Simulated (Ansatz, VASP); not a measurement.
## Two plane-wave programs on BaZrO3

POSCAR

```
BaZrO3
1.0
    3.8678875000      0.0000000000      0.0000000000
    0.0000000000      3.8678875000      0.0000000000
    0.0000000000      0.0000000000      4.1815000000
Ba Zr O
1 1 3
Direct
    0.5000000000      0.5000000000      0.5000000000
    0.0000000000      0.0000000000      0.0000000000
    0.5000000000      0.0000000000      0.0000000000
    0.0000000000      0.5000000000      0.0000000000
    0.0000000000      0.0000000000      0.5000000000
```

File INCAR.step1:

```
SYSTEM = BaZrO3
ALGO = Normal
EDIFF = 1E-4
ENCUT = 520
GGA = PE
ISMEAR = 0
LASPH = .True.
LCHARG = .False.
LREAL = .False.
LWAVE = .True.
NBANDS = 28
NELM = 100
PREC = Accurate
SIGMA = 0.05
```

Contents of INCAR.step2:

```
SYSTEM = BaZrO3
ALGO = Normal
EDIFF = 1E-6
ENCUT = 520
ISIF = 2
ISMEAR = 0
ISTART = 1
LASPH = .True.
LCHARG = .True.
LELF = .True.
LMIXTAU = .True.
LREAL = .False.
LVHAR = .True.
LWAVE = .False.
METAGGA = R2SCAN
NBANDS = 28
NELM = 100
PREC = Accurate
SIGMA = 0.05
```

The input KPOINTS:

```
k-points
0
Gamma
  6 6 6
  0 0 0
```

Input for Ansatz:

```yaml
crystal:
  lattice:
    - [3.8678875, 0.0, 0.0]
    - [0.0, 3.8678875, 0.0]
    - [0.0, 0.0, 4.1815]
  atoms:
    - { symbol: Ba, position: [0.5, 0.5, 0.5] }
    - { symbol: Zr, position: [0.0, 0.0, 0.0] }
    - { symbol: O, position: [0.5, 0.0, 0.0] }
    - { symbol: O, position: [0.0, 0.5, 0.0] }
    - { symbol: O, position: [0.0, 0.0, 0.5] }
basis:
  ecutwfc: 500
kpoints:
  mp_grid: { grid: [6, 6, 6] }
hamiltonian:
  xc: r2scan
scf:
  occupations: { method: gaussian, width: 0.05 }
output:
  forces: true
  stress: true
  eigenvalues: true
```

Change from the starting cell: strain -0.0750 x Voigt [1, 1, 0, 0, 0, 0], atoms carried along.

Alike in both runs: task single point; functional r2SCAN; k mesh 6 × 6 × 6; occupations gaussian, width 0.05 eV; no spin polarisation.

```csv
,VASP,Ansatz
version,VASP 6.6.1,Ansatz 0.2.0
potentials or method,"VASP PAW PBE potentials, release 64 (Ba_sv, Zr_sv, O), cutoff 520 eV","scalar-relativistic, plane waves, PAW"
valence electrons in the cell,40,40
```

```tsv
	VASP	Ansatz	Ansatz less VASP
gap on the k mesh at the Fermi level (eV)	3.69	3.74	+0.045
least direct gap on the mesh (eV)	3.69	3.74	+0.045
pressure (GPa)	45.6	43.5	-2.14
traceless stress, the component that is largest in VASP (GPa)	-22.92	-22.35	+0.561
```

VASP's potentials were made for PBE, not for r2SCAN. Both programs put the cell under a high pressure, so it lies far from rest at this level.

Neither program's run includes spin-orbit coupling.
